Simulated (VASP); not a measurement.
# Ga (Pm-3m) in VASP: single point with LDA

Aim: the single point of Ga with LDA.

Everything below comes from runs of VASP 6.6.1. Logs are shortened: lines on timing, memory, paths and dates and some standing lists are left out, and cuts for length are marked.

### Step 1. The cell of the first run

It takes space group Pm-3m (No. 221, cubic). Conventional cell: a = 3.004 Å, b = 3.004 Å, c = 3.004 Å, α = 90.00°, β = 90.00°, γ = 90.00°. Ga (site symmetry m-3m) has 6 Ga at 3.00 Å within 4.0 Å.

### Step 2. Single point, LDA

INCAR

```
  PREC = Accurate
  ENCUT = 520
  EDIFF = 1E-7
  ISMEAR = 1
  SIGMA = 0.1
  LREAL = False
  LASPH = True
  NELM = 60
  ALGO = Normal
  ISIF = 2
  LWAVE = False
  LCHARG = False
  NBANDS = 12
```

KPOINTS

```
regular mesh
0
Gamma
  10 10 10
```

POSCAR

```
Ga
1.0
    3.0040000000      0.0000000000      0.0000000000
    0.0000000000      3.0040000000      0.0000000000
    0.0000000000      0.0000000000      3.0040000000
Ga
1
Direct
    0.0000000000      0.0000000000      0.0000000000
```

Potentials or basis: VASP PAW LDA potentials, release 64 (Ga_d).

Launch:

```sh
cat potpaw_LDA.64/Ga_d/POTCAR > POTCAR
mpirun -np 1 vasp_std > vasp.out
```

OUTCAR:

```text
PREC = Accurate
   ENCUT = 520
   EDIFF = 1E-7
   ISMEAR = 1
   LREAL = False
   LASPH = True
   NELM = 60
   ISIF = 2

 ion  position               nearest neighbor table
   1  0.000  0.000  0.000-

  LATTYP: Found a simple cubic cell.
 ALAT       =     3.0040000000

  Lattice vectors:

 A1 = (   3.0040000000,   0.0000000000,   0.0000000000)
 A2 = (   0.0000000000,   3.0040000000,   0.0000000000)
 A3 = (   0.0000000000,   0.0000000000,   3.0040000000)

Analysis of symmetry for initial positions (statically):
=====================================================================
 Subroutine PRICEL returns:
 Original cell was already a primitive cell.

 Routine SETGRP: Setting up the symmetry group for a
 simple cubic supercell.

 Subroutine GETGRP returns: Found 48 space group operations
 (whereof 48 operations were pure point group operations)
 out of a pool of 48 trial point group operations.

The static configuration has the point symmetry O_h .

Analysis of symmetry for dynamics (positions and initial velocities):
=====================================================================
 Subroutine PRICEL returns:
 Original cell was already a primitive cell.

 Routine SETGRP: Setting up the symmetry group for a
 simple cubic supercell.

 Subroutine GETGRP returns: Found 48 space group operations
 (whereof 48 operations were pure point group operations)
 out of a pool of 48 trial point group operations.

The dynamic configuration has the point symmetry O_h .

 Subroutine INISYM returns: Found 48 space group operations
 (whereof 48 operations are pure point group operations),
 and found     1 'primitive' translations

----------------------------------------------------------------------------------------

                                     Primitive cell

  volume of cell :      27.1081

  direct lattice vectors                    reciprocal lattice vectors
     3.004000000  0.000000000  0.000000000     0.332889481  0.000000000  0.000000000
     0.000000000  3.004000000  0.000000000     0.000000000  0.332889481  0.000000000
     0.000000000  0.000000000  3.004000000     0.000000000  0.000000000  0.332889481

  length of vectors
     3.004000000  3.004000000  3.004000000     0.332889481  0.332889481  0.332889481

  position of ions in fractional coordinates (direct lattice)
     0.000000000  0.000000000  0.000000000

  ion indices of the primitive-cell ions
   primitive index   ion index
                 1           1

----------------------------------------------------------------------------------------

 KPOINTS: regular mesh

Automatic generation of k-mesh.
 Grid dimensions read from file:
 generate k-points for:   10   10   10

 Generating k-lattice:

  Cartesian coordinates                     Fractional coordinates (reciprocal lattice)
     0.033288948  0.000000000  0.000000000     0.100000000  0.000000000  0.000000000
     0.000000000  0.033288948  0.000000000     0.000000000  0.100000000  0.000000000
     0.000000000  0.000000000  0.033288948     0.000000000  0.000000000  0.100000000

  Length of vectors
     0.033288948  0.033288948  0.033288948

  Shift w.r.t. Gamma in fractional coordinates (k-lattice)
     0.000000000  0.000000000  0.000000000

 Subroutine IBZKPT returns following result:
 ===========================================

 Found     56 irreducible k-points:

 Following reciprocal coordinates:
            Coordinates               Weight
  0.000000  0.000000  0.000000      1.000000
  0.100000  0.000000  0.000000      6.000000
  0.200000  0.000000  0.000000      6.000000
  0.300000  0.000000  0.000000      6.000000
  0.400000  0.000000  0.000000      6.000000
  0.500000  0.000000  0.000000      3.000000
[... 16 lines left out ...]
  0.200000  0.100000  0.100000     24.000000
  0.300000  0.100000  0.100000     24.000000
 [... further k-points ...]
   k-points           NKPTS =     56   k-points in BZ     NKDIM =     56   number of bands    NBANDS=     12
   number of dos      NEDOS =    301   number of ions     NIONS =      1
   total plane-waves  NPLWV =  13824
   dimension x,y,z NGX =    24 NGY =   24 NGZ =   24
   dimension x,y,z NGXF=    48 NGYF=   48 NGZF=   48
   ions per type =               1
   NGX,Y,Z   is equivalent  to a cutoff of  13.28, 13.28, 13.28 a.u.
   NGXF,Y,Z  is equivalent  to a cutoff of  26.56, 26.56, 26.56 a.u.
 SYSTEM =  unknown system
   PREC   = accura    normal or accurate (medium, high low for compatibility)
   ISTART =      0    job   : 0-new  1-cont  2-samecut
   ICHARG =      2    charge: 1-file 2-atom 10-const
   ISPIN  =      1    spin polarized calculation?
   LNONCOLLINEAR =      F non collinear calculations
   LSORBIT =      F    spin-orbit coupling
   LASPH  =      T    aspherical Exc in radial PAW
   ENCUT  =  520.0 eV  38.22 Ry    6.18 a.u.   5.59  5.59  5.59*2*pi/ulx,y,z
   NELM   =     60;   NELMIN=  2; NELMDL= -5     # of ELM steps
   EDIFF  = 0.1E-06   stopping-criterion for ELM
   LREAL  =      F    real-space projection
   EDIFFG = 0.1E-05   stopping-criterion for IOM
   NSW    =      0    number of steps for IOM
   IBRION =     -1    ionic relax: 0-MD 1-quasi-New 2-CG
   NFREE  =      0    steps in history (QN), initial steepest desc. (CG)
   ISIF   =      2    stress and relaxation
   ISYM   =      2    0-nonsym 1-usesym 2-fastsym
   POTIM  = 0.5000    time-step for ionic-motion
   TEBEG  =    0.0;   TEEND  =   0.0 temperature during run
   PSTRESS=    0.0 pullay stress
   NELECT =      13.0000    total number of electrons
   NUPDOWN=      -1.0000    fix difference up-down
   EMIN   =  10.00;   EMAX   =-10.00  energy-range for DOS
   EFERMI =   0.00;   METHOD = LEGACY
   ISMEAR =     1;   SIGMA  =   0.10  broadening in eV -4-tet -1-fermi 0-gaus
   EFERMI_NEDOS =   21; number of points for ismear=-14 and -15
   IALGO  =     38    algorithm
   IMIX   =      4    mixing-type and parameters
     AMIX     =   0.40;   BMIX     =  1.00
     AMIX_MAG =   1.60;   BMIX_MAG =  1.00
  volume/ion in A,a.u.               =      27.11       182.93
  Fermi-wavevector in a.u.,A,eV,Ry     =   1.281414  2.421521 22.341052  1.642021
  Thomas-Fermi vector in A             =   2.413785
   LORBIT       =      0    0 simple, 1 ext, 2 COOP (PROOUT), +10 PAW based schemes
   GGA     = CA    functional components
   LHFCALC =     F    Hartree Fock is set to
   AEXX    =    0.0000 exact exchange contribution
   IVDW    =     0    specifies the selected vdW correction
   LEPSILON=     F    determine dielectric tensor
   LRPA    =     F    only Hartree local field effects (RPA)
 non-spin polarized calculation
 Methfessel and Paxton  Order N= 1 SIGMA  =   0.10
  energy-cutoff  :      520.00
  volume of cell :       27.11
 maximum number of plane-waves:       740
 NGX is ok and might be reduce to    24
   NGX = 11   NGY = 11   NGZ = 11

 number of electron      13.0000007 magnetization

 Free energy of the ion-electron system (eV)
  ---------------------------------------------------
  ext. energy  EPLUGINS =         0.00000000
  ---------------------------------------------------
  free energy    TOTEN  =        -3.13451193 eV

  energy without entropy =       -3.13441194  energy(sigma->0) =       -3.13447860

 E-fermi :   2.4114     XC(G=0):  -9.5340

 val. band max:        2.4076443722   @ k =   0.3000   0.0000   0.0000
 cond. band min:       2.5373237037   @ k =   0.4000   0.4000   0.1000
 fundamental gap:      0.1296793315
 Fermi energy:         2.4114374648

 k-point     1 :       0.0000    0.0000    0.0000
  band No.  band energies     occupation
      1     -12.6499      2.00000
      2     -12.6499      2.00000
      3     -12.4069      2.00000
      4     -12.4069      2.00000
      5     -12.4069      2.00000
      6      -6.4904      2.00000
      7       9.3156      0.00000
      8       9.3156      0.00000
      9       9.3156      0.00000
     10      12.5566      0.00000
     11      12.5566      0.00000
     12      13.4053      0.00000

 k-point     2 :       0.1000    0.0000    0.0000
  band No.  band energies     occupation
      1     -12.6484      2.00000
      2     -12.6327      2.00000
      3     -12.4131      2.00000
      4     -12.4131      2.00000
      5     -12.4064      2.00000
      6      -6.3325      2.00000
      7       7.4583      0.00000
      8       9.4671      0.00000
      9       9.4671      0.00000
     10      12.7009      0.00000
     11      13.2275      0.00000
     12      15.0114      0.00000

 k-point     3 :       0.2000    0.0000    0.0000
  band No.  band energies     occupation
      1     -12.6445      2.00000
      2     -12.5883      2.00000
      3     -12.4294      2.00000
      4     -12.4294      2.00000
      5     -12.4050      2.00000
      6      -5.8613      2.00000
      7       4.8179      0.00000
      8       9.9037      0.00000
      9       9.9037      0.00000
     10      13.1311      0.00000
     11      13.6945      0.00000
     12      18.3344      0.00000
[... 286 lines left out ...]
 k-point    23 :       0.2000    0.1000    0.1000
  band No.  band energies     occupation
      1     -12.6179      2.00000
      2     -12.5760      2.00000
      3     -12.4370      2.00000
      4     -12.4356      2.00000
      5     -12.4175      2.00000
      6      -5.5466      2.00000
      7       5.1174      0.00000
      8       8.0843      0.00000
      9       8.3726      0.00000
     10      15.5275      0.00000
     11      15.5841      0.00000
     12      18.1870      0.00000

 k-point    24 :       0.3000    0.1000    0.1000
  band No.  band energies     occupation
      1     -12.6133      2.00000
      2     -12.5205      2.00000
      3     -12.4583      2.00000
      4     -12.4564      2.00000
      5     -12.4156      2.00000
      6      -4.7824      2.00000
      7       2.7150     -0.00015
      8       8.7537      0.00000
      9       9.0853      0.00000
     10      15.4730      0.00000
     11      16.0755      0.00000
     12      17.4252      0.00000

 [... further k-points ...]
[... 5 lines left out ...]
  --------------------------------------------------------------------------------------
  -------------------------------------------------------------------------------------
  Total       -1.5739963     -1.5739963     -1.5739963      0.0000000      0.0000000     -0.0000000
  in kB      -93.0281753    -93.0281753    -93.0281753      0.0000000      0.0000000     -0.0000000
  external PRESSURE =     -93.0281753 kB  Pullay stress =       0.0000000 kB

 VOLUME and BASIS-vectors are now :
 -----------------------------------------------------------------------------
  energy-cutoff  :      520.00
  volume of cell :       27.11
      direct lattice vectors                 reciprocal lattice vectors
     3.004000000  0.000000000  0.000000000     0.332889481  0.000000000  0.000000000
     0.000000000  3.004000000  0.000000000     0.000000000  0.332889481  0.000000000
     0.000000000  0.000000000  3.004000000     0.000000000  0.000000000  0.332889481

 POSITION                                       TOTAL-FORCE (eV/Angst)
 -----------------------------------------------------------------------------------
      0.00000      0.00000      0.00000         0.000000      0.000000      0.000000
 -----------------------------------------------------------------------------------
    total drift:                                0.000000     -0.000000      0.000000

  FREE ENERGIE OF THE ION-ELECTRON SYSTEM (eV)
  ---------------------------------------------------
  free  energy   TOTEN  =        -3.1345119262 eV

  energy  without entropy=       -3.1344119404  energy(sigma->0) =       -3.13447860
```

It took 14 s on 1 thread of Intel Xeon 8259CL, shared host; peak memory 0.13 GiB.

Results:

* Free energy: -3.1345 eV
* Pressure: -9.3 GPa

Levels at points of the mesh, in eV from the Fermi level:
| k point | band 4 | band 5 | band 6 | band 7 | band 8 | band 9 |
| --- | --- | --- | --- | --- | --- | --- |
| (0.00, 0.00, 0.00) | -14.82 | -14.82 | -8.90 | 6.90 | 6.90 | 6.90 |
| (0.50, 0.00, 0.00) | -14.88 | -14.81 | -5.92 | -2.93 | 9.18 | 9.18 |
| (0.50, 0.50, 0.00) | -14.87 | -14.75 | -2.87 | -0.40 | -0.40 | 4.19 |
| (0.50, 0.50, 0.50) | -14.75 | -14.75 | 0.48 | 1.95 | 1.95 | 1.95 |
